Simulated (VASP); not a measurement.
# Mo in VASP: a series of runs

Runs on Mo. Level: revPBE. Tasks: single point.

All numbers are computed with VASP 6.6.1; they aren't measurements. Logs are shortened: lines on timing, memory, paths and dates and some standing lists are left out, and cuts for length are marked.

## Step 1: The cell of the first run

The typed cell holds 2 atoms: a = 3.147 Å, b = 3.147 Å, c = 4.855 Å, α = 97.19°, β = 97.19°, γ = 127.88°.

## Step 2: Single point, revPBE (18.19 Å³/atom)

File INCAR:

```
PREC = Accurate
ENCUT = 520
EDIFF = 1E-7
ISMEAR = -1
SIGMA = 0.1
LREAL = F
LASPH = T
NELM = 80
ALGO = Normal
ISIF = 2
LWAVE = F
LCHARG = T
GGA = RE
LELF = T
LVHAR = T
NBANDS = 21
```

File KPOINTS:

```
regular mesh
0
Gamma
  15 15 8
```

File POSCAR:

```
Mo
1.0
   -1.9988529436      1.9986942284      1.3823681194
    1.9986942284     -1.9988529436      1.3823681194
    3.2910484489      3.2910484489     -1.3826588066
Mo
2
Direct
    0.9999595626      0.0000404374      0.0000000000
    0.7500404374      0.2499595626      0.5000000000
```

Potentials or basis: VASP PAW PBE potentials, release 64 (Mo_sv).

Command:

```
> cat potpaw_PBE.64/Mo_sv/POTCAR > POTCAR
> mpirun -np 1 vasp_std > vasp.out
```

OUTCAR:

```text
PREC = Accurate
   ENCUT = 520
   EDIFF = 1E-7
   ISMEAR = -1
   LREAL = F
   LASPH = T
   NELM = 80
   ISIF = 2
   GGA = RE

 ion  position               nearest neighbor table
   1  1.000  0.000  0.000-   2 2.81   2 2.81   2 2.81   2 2.81   2 3.42   2 3.42   2 3.42   2 3.42

   2  0.750  0.250  0.500-   1 2.81   1 2.81   1 2.81   1 2.81   1 3.42   1 3.42   1 3.42   1 3.42

  Warning from LATTYP: Got some problem with cell dimensions!
  Tried to take original basis but could not verify dimensions!
  LATTYP: Found a base centered monoclinic cell.
 ALAT       =     2.7647362479
 B/A-ratio  =     2.0448190785
 C/A-ratio  =     1.7560081679
 COS(beta)  =    -0.2845990131

  Lattice vectors:

 A1 = (   1.9988529436,  -1.9986942284,  -1.3823681194)
 A2 = (  -1.9986942284,   1.9988529436,  -1.3823681194)
 A3 = (   3.2908897337,   3.2908897337,   1.3820774322)

Analysis of symmetry for initial positions (statically):
=====================================================================
 Subroutine PRICEL returns:
 Original cell was already a primitive cell.

 Routine SETGRP: Setting up the symmetry group for a
 base centered monoclinic supercell.

 Subroutine GETGRP returns: Found  4 space group operations
 (whereof  2 operations were pure point group operations)
 out of a pool of  4 trial point group operations.

The static configuration has the point symmetry C_2 .
 The point group associated with its full space group is C_2h.

Analysis of symmetry for dynamics (positions and initial velocities):
=====================================================================
 Subroutine PRICEL returns:
 Original cell was already a primitive cell.

 Routine SETGRP: Setting up the symmetry group for a
 base centered monoclinic supercell.

 Subroutine GETGRP returns: Found  4 space group operations
 (whereof  2 operations were pure point group operations)
 out of a pool of  4 trial point group operations.

The dynamic configuration has the point symmetry C_2 .
 The point group associated with its full space group is C_2h.

 Subroutine INISYM returns: Found  4 space group operations
 (whereof  2 operations are pure point group operations),
 and found     1 'primitive' translations

----------------------------------------------------------------------------------------

                                     Primitive cell

  volume of cell :      36.3723

  direct lattice vectors                    reciprocal lattice vectors
    -1.998852944  1.998694228  1.382368119    -0.049095258  0.201058138  0.361706880
     1.998694228 -1.998852944  1.382368119     0.201058138 -0.049095258  0.361706880
     3.291048449  3.291048449 -1.382658807     0.151930932  0.151930932  0.000017444

  length of vectors
     3.146606637  3.146606637  4.855280132     0.416733232  0.416733232  0.214862786

  position of ions in fractional coordinates (direct lattice)
     0.999959563  0.000040437  0.000000000
     0.750040437  0.249959563  0.500000000

  ion indices of the primitive-cell ions
   primitive index   ion index
                 1           1
                 2           2

----------------------------------------------------------------------------------------

 KPOINTS: regular mesh

Automatic generation of k-mesh.
 Grid dimensions read from file:
 generate k-points for:   15   15    8

 Generating k-lattice:

  Cartesian coordinates                     Fractional coordinates (reciprocal lattice)
    -0.003273017  0.013403876  0.024113792     0.066666667  0.000000000  0.000000000
     0.013403876 -0.003273017  0.024113792     0.000000000  0.066666667  0.000000000
     0.018991367  0.018991367  0.000002180     0.000000000  0.000000000  0.125000000

  Length of vectors
     0.027782215  0.027782215  0.026857848

  Shift w.r.t. Gamma in fractional coordinates (k-lattice)
     0.000000000  0.000000000  0.000000000

 Subroutine IBZKPT returns following result:
 ===========================================

 Found    488 irreducible k-points:

 Following reciprocal coordinates:
            Coordinates               Weight
  0.000000  0.000000  0.000000      1.000000
  0.066667 -0.000000  0.000000      4.000000
  0.133333  0.000000  0.000000      4.000000
  0.200000  0.000000  0.000000      4.000000
  0.266667  0.000000  0.000000      4.000000
  0.333333  0.000000  0.000000      4.000000
[... 16 lines left out ...]
  0.133333  0.133333  0.000000      2.000000
  0.200000  0.133333  0.000000      4.000000
 [... further k-points ...]
   k-points           NKPTS =    488   k-points in BZ     NKDIM =    488   number of bands    NBANDS=     21
   number of dos      NEDOS =    301   number of ions     NIONS =      2
   total plane-waves  NPLWV =  20736
   dimension x,y,z NGX =    24 NGY =   24 NGZ =   36
   dimension x,y,z NGXF=    48 NGYF=   48 NGZF=   72
   ions per type =               2
   NGX,Y,Z   is equivalent  to a cutoff of  12.68, 12.68, 12.33 a.u.
   NGXF,Y,Z  is equivalent  to a cutoff of  25.36, 25.36, 24.65 a.u.
 SYSTEM =  unknown system
   PREC   = accura    normal or accurate (medium, high low for compatibility)
   ISTART =      0    job   : 0-new  1-cont  2-samecut
   ICHARG =      2    charge: 1-file 2-atom 10-const
   ISPIN  =      1    spin polarized calculation?
   LNONCOLLINEAR =      F non collinear calculations
   LSORBIT =      F    spin-orbit coupling
   LASPH  =      T    aspherical Exc in radial PAW
   ENCUT  =  520.0 eV  38.22 Ry    6.18 a.u.   5.85  5.85  9.03*2*pi/ulx,y,z
   NELM   =     80;   NELMIN=  2; NELMDL= -5     # of ELM steps
   EDIFF  = 0.1E-06   stopping-criterion for ELM
   LREAL  =      F    real-space projection
   EDIFFG = 0.1E-05   stopping-criterion for IOM
   NSW    =      0    number of steps for IOM
   IBRION =     -1    ionic relax: 0-MD 1-quasi-New 2-CG
   NFREE  =      0    steps in history (QN), initial steepest desc. (CG)
   ISIF   =      2    stress and relaxation
   ISYM   =      2    0-nonsym 1-usesym 2-fastsym
   POTIM  = 0.5000    time-step for ionic-motion
   TEBEG  =    0.0;   TEEND  =   0.0 temperature during run
   PSTRESS=    0.0 pullay stress
   NELECT =      28.0000    total number of electrons
   NUPDOWN=      -1.0000    fix difference up-down
   EMIN   =  10.00;   EMAX   =-10.00  energy-range for DOS
   EFERMI =   0.00;   METHOD = LEGACY
   ISMEAR =    -1;   SIGMA  =   0.10  broadening in eV -4-tet -1-fermi 0-gaus
   EFERMI_NEDOS =   21; number of points for ismear=-14 and -15
   IALGO  =     38    algorithm
   IMIX   =      4    mixing-type and parameters
     AMIX     =   0.40;   BMIX     =  1.00
     AMIX_MAG =   1.60;   BMIX_MAG =  1.00
  volume/ion in A,a.u.               =      18.19       122.73
  Fermi-wavevector in a.u.,A,eV,Ry     =   1.500389  2.835324 30.628979  2.251166
  Thomas-Fermi vector in A             =   2.611896
   LORBIT       =      0    0 simple, 1 ext, 2 COOP (PROOUT), +10 PAW based schemes
   GGA     = RE    functional components
   LHFCALC =     F    Hartree Fock is set to
   AEXX    =    0.0000 exact exchange contribution
   IVDW    =     0    specifies the selected vdW correction
   LEPSILON=     F    determine dielectric tensor
   LRPA    =     F    only Hartree local field effects (RPA)
 non-spin polarized calculation
  energy-cutoff  :      520.00
  volume of cell :       36.37
 maximum number of plane-waves:       995
   NGX = 11   NGY = 11   NGZ = 17

 number of electron      27.9999996 magnetization

 Free energy of the ion-electron system (eV)
  ---------------------------------------------------
  ext. energy  EPLUGINS =         0.00000000
  ---------------------------------------------------
  free energy    TOTEN  =       -20.26325984 eV

  energy without entropy =      -20.20802194  energy(sigma->0) =      -20.23564089

 E-fermi :  10.1751     XC(G=0): -12.4801

 val. band max:       10.1733415557   @ k =  -0.0667   0.0667   0.2500
 cond. band min:      10.1774835548   @ k =  -0.1333   0.0000   0.3750
 fundamental gap:      0.0041419992
 Fermi energy:        10.1751381045

 k-point     1 :       0.0000    0.0000    0.0000
  band No.  band energies     occupation
      1     -50.8997      2.00000
      2     -50.7303      2.00000
      3     -25.3353      2.00000
      4     -24.7839      2.00000
      5     -24.5220      2.00000
      6     -24.4087      2.00000
[... 13 lines left out ...]
     20      13.6164      0.00000
     21      20.0070      0.00000

 k-point     2 :       0.0667   -0.0000    0.0000
  band No.  band energies     occupation
      1     -50.8932      2.00000
      2     -50.7271      2.00000
      3     -25.3218      2.00000
      4     -24.7872      2.00000
      5     -24.5296      2.00000
      6     -24.4457      2.00000
[... 13 lines left out ...]
     20      13.8186      0.00000
     21      19.9936      0.00000

 k-point     3 :       0.1333    0.0000    0.0000
  band No.  band energies     occupation
      1     -50.8747      2.00000
      2     -50.7180      2.00000
      3     -25.2839      2.00000
      4     -24.7970      2.00000
      5     -24.5804      2.00000
      6     -24.5488      2.00000
[... 13 lines left out ...]
     20      14.7299      0.00000
     21      19.9984      0.00000
[... 457 lines left out ...]
 k-point    23 :       0.1333    0.1333    0.0000
  band No.  band energies     occupation
      1     -50.8241      2.00000
      2     -50.6892      2.00000
      3     -25.1937      2.00000
      4     -24.9096      2.00000
      5     -24.8576      2.00000
      6     -24.7764      2.00000
[... 13 lines left out ...]
     20      15.8870      0.00000
     21      20.6372      0.00000

 k-point    24 :       0.2000    0.1333    0.0000
  band No.  band energies     occupation
      1     -50.7931      2.00000
      2     -50.6755      2.00000
      3     -25.1492      2.00000
      4     -25.0799      2.00000
      5     -24.9981      2.00000
      6     -24.7914      2.00000
[... 13 lines left out ...]
     20      16.3136      0.00000
     21      21.2165      0.00000

 [... further k-points ...]

------------------------ aborting loop because EDIFF is reached ----------------------------------------

  FORCE on cell =-STRESS in cart. coord.  units (eV):
  Direction    XX          YY          ZZ          XY          YZ          ZX
  --------------------------------------------------------------------------------------
  -------------------------------------------------------------------------------------
  Total       -4.7088839     -4.7088839     -4.7315735     -0.2343953     -0.0013082     -0.0013082
  in kB     -207.4232617   -207.4232617   -208.4227240    -10.3249584     -0.0576233     -0.0576234
  external PRESSURE =    -207.7564158 kB  Pullay stress =       0.0000000 kB

 VOLUME and BASIS-vectors are now :
 -----------------------------------------------------------------------------
  energy-cutoff  :      520.00
  volume of cell :       36.37
      direct lattice vectors                 reciprocal lattice vectors
    -1.998852944  1.998694228  1.382368119    -0.049095258  0.201058138  0.361706880
     1.998694228 -1.998852944  1.382368119     0.201058138 -0.049095258  0.361706880
     3.291048449  3.291048449 -1.382658807     0.151930932  0.151930932  0.000017444

 POSITION                                       TOTAL-FORCE (eV/Angst)
 -----------------------------------------------------------------------------------
     -1.99869      1.99853      1.38237        -0.001018      0.001018      0.000000
      0.64590      2.64499      0.69104         0.001018     -0.001018     -0.000000
 -----------------------------------------------------------------------------------
    total drift:                                0.000000     -0.000000      0.000000

  FREE ENERGIE OF THE ION-ELECTRON SYSTEM (eV)
  ---------------------------------------------------
  free  energy   TOTEN  =       -20.2632598399 eV

  energy  without entropy=      -20.2080219359  energy(sigma->0) =      -20.23564089
```

Run time: 7.6 min. Hardware: 1 thread of Oxide Virtual Turin-like, shared host; peak memory 0.35 GiB.

What came out:

* Free energy: -20.2633 eV
* Pressure: -20.8 GPa
* Band gap on the k mesh: zero (bands 14 and 15 overlap by 1.18 eV)

Stress tensor (GPa, compression positive):
```
-20.74  -1.03  -0.01
 -1.03 -20.74  -0.01
 -0.01  -0.01 -20.84
```

Caveat: the cell stands under tension; the PAW data sets were made with another functional, which shifts forces and pressure a little.

## Step 3: Single point, revPBE

This run uses another cell than the first one, of 16.24 Å³/atom.

File INCAR:

```
PREC = Accurate
ENCUT = 520
EDIFF = 1E-7
ISMEAR = -1
SIGMA = 0.1
LREAL = False
LASPH = True
NELM = 100
ALGO = Normal
ISIF = 2
LWAVE = False
LCHARG = True
GGA = RE
LELF = True
LVHAR = True
ISYM = 0
NBANDS = 21
```

File KPOINTS:

```
Automatic mesh
0
Gamma
  13 13 9
```

File POSCAR:

```
Mo
1.0
   -1.9247522523      1.9245994210      1.3311215115
    1.9245994210     -1.9247522523      1.3311215115
    3.1690439935      3.1690439935     -1.3314014224
Mo
2
Direct
    0.9999595626      0.0000404374      0.0000000000
    0.7500404374      0.2499595626      0.5000000000
```

Potentials or basis: VASP PAW PBE potentials, release 64 (Mo_sv).

Command:

```
> cat potpaw_PBE.64/Mo_sv/POTCAR > POTCAR
> mpirun -np 1 vasp_std > vasp.out
```

Wall time 13 min (1 thread of Oxide Virtual Turin-like, shared host); peak memory 0.46 GiB.

The run converged. Its results:

```
Free energy            : -20.5351 eV
Pressure               : 0.5 GPa
Band gap on the k mesh : zero (bands 14 and 15 overlap by 1.53 eV)
```

Levels at points of the mesh, in eV from the Fermi level:
| k point | band 10 | band 11 | band 12 | band 13 | band 14 | band 15 | band 16 | band 17 | band 18 | band 19 |
| --- | --- | --- | --- | --- | --- | --- | --- | --- | --- | --- |
| (0.00, 0.00, 0.00) | -4.80 | -2.35 | -2.14 | -1.11 | 0.47 | 0.89 | 0.92 | 1.91 | 2.16 | 2.21 |

Caveat: the PAW data sets were made with another functional, which shifts forces and pressure a little.
